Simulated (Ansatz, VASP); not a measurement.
**One calculation of WS, two programs**

Contents of POSCAR:

```
WS
1.0
    0.0000000000      2.3861270888      2.3861270888
    2.3861270888      0.0000000000      2.3861270888
    2.3861270888      2.3861270888      0.0000000000
W S
1 1
Direct
    0.0000000000      0.0000000000      0.0000000000
    0.5000000000      0.5000000000      0.5000000000
```

Contents of INCAR.step1:

```
ALGO     = Normal         # electronic algorithm
EDIFF    = 1E-4           # SCF threshold, eV
ENCUT    = 600            # plane-wave cutoff, eV
GGA      = PE             # functional
ISMEAR   = 0              # smearing method
ISPIN    = 2              # spin polarisation
LASPH    = T              # aspherical terms in the spheres
LCHARG   = F              # write CHGCAR
LDAU     = T              # DFT+U
LDAUJ    = 0 0          
LDAUL    = 2 -1           # shell
LDAUTYPE = 2            
LDAUU    = 6.2 0          # U, eV
LMAXMIX  = 4              # l up to which the mixer works
LREAL    = F              # projectors in reciprocal space
LWAVE    = T              # write WAVECAR
MAGMOM   = 2.27 0.13      # initial moments
NELM     = 150            # most SCF steps
PREC     = Accurate       # precision mode
SIGMA    = 0.1            # smearing width, eV
```

INCAR.step2

```
ALGO     = Normal         # electronic algorithm
EDIFF    = 1E-7           # SCF threshold, eV
EDIFFG   = -0.05          # ionic threshold
ENCUT    = 600            # plane-wave cutoff, eV
IBRION   = 2              # ionic algorithm
ISIF     = 3              # what is computed and relaxed
ISMEAR   = 0              # smearing method
ISPIN    = 2              # spin polarisation
ISTART   = 1            
LASPH    = T              # aspherical terms in the spheres
LCHARG   = F              # write CHGCAR
LDAU     = T              # DFT+U
LDAUJ    = 0 0          
LDAUL    = 2 -1           # shell
LDAUPRINT= 1            
LDAUTYPE = 2            
LDAUU    = 6.2 0          # U, eV
LMAXMIX  = 4              # l up to which the mixer works
LMIXTAU  = T            
LORBIT   = 11             # projections on sites
LREAL    = F              # projectors in reciprocal space
LWAVE    = F              # write WAVECAR
MAGMOM   = 2.27 0.13      # initial moments
METAGGA  = R2SCAN         # meta-GGA
NELM     = 150            # most SCF steps
NSW      = 100            # ionic steps
PREC     = Accurate       # precision mode
SIGMA    = 0.1            # smearing width, eV
```

Contents of KPOINTS:

```
k-points
0
Gamma
  8 8 8
```

Input for Ansatz:

```yaml
crystal:
  lattice:
    - [0.0, 2.3861270888, 2.3861270888]
    - [2.3861270888, 0.0, 2.3861270888]
    - [2.3861270888, 2.3861270888, 0.0]
  atoms:
    - { symbol: W, position: [0.0, 0.0, 0.0], spin: 2.27 }
    - { symbol: S, position: [0.5, 0.5, 0.5], spin: 0.13 }
basis:
  ecutwfc: 500
kpoints:
  mp_grid: { grid: [8, 8, 8] }
hamiltonian:
  xc: r2scan
  hubbard: { sites: [{ species: W, l: d, u_eff: 6.2 }] }
scf:
  occupations: { method: gaussian, width: 0.1 }
output:
  forces: true
  stress: true
  eigenvalues: true
  populations: true
magnetization:
  spin_polarized: true
relax:
  adjacent_minimum: "off"
  f_tol: 0.05
  max_steps: 80
  cell: { stress_tol: 0.5 }
```

Alike in both runs: task relaxation of cell and atoms; functional r2SCAN; k mesh 8 × 8 × 8; occupations gaussian, width 0.1 eV; collinear spin; Hubbard terms W d U = 6.2 eV.

```csv
,VASP,Ansatz
version,VASP 6.6.1,Ansatz 0.2.0
potentials or method,"VASP PAW PBE potentials, release 64 (W_sv, S), cutoff 600 eV","scalar-relativistic, plane waves, PAW"
valence electrons in the cell,20,20
```

VASP gave:

```
gap on the k mesh at the Fermi level, each at its own relaxed structure (eV) : none
net moment per atom (μB)                                                     : 0.00
size of the moment on the site where the two differ most (μB)                : 0.00
relaxed volume (Å³/atom)                                                     : 16.21
relaxed cell length with the largest relative difference (Å)                 : 3.579
```

Task: Estimate Ansatz's values.

Result: gap on the k mesh at the Fermi level, each at its own relaxed structure (eV): none; net moment per atom (μB): 2.00; size of the moment on the site where the two differ most (μB): 3.02; relaxed volume (Å³/atom): 20.39; relaxed cell length with the largest relative difference (Å): 3.864.

The net moments are unlike, so the other rows may belong to different states. VASP's potentials were made for PBE, not for r2SCAN. Site moments also hang on the region over which each program counts them. The programs project onto different local orbitals, so the same U acts differently, and such runs can settle in different states. A gap of «none» marks a metal or a gap that the smearing closes. Ansatz's warnings: filled band counts differ across k points, seeded moment not kept.

Neither program's run includes spin-orbit coupling. Noted on VASP's run: the volume moved by over 15 % at a fixed basis, so the end points are rough.
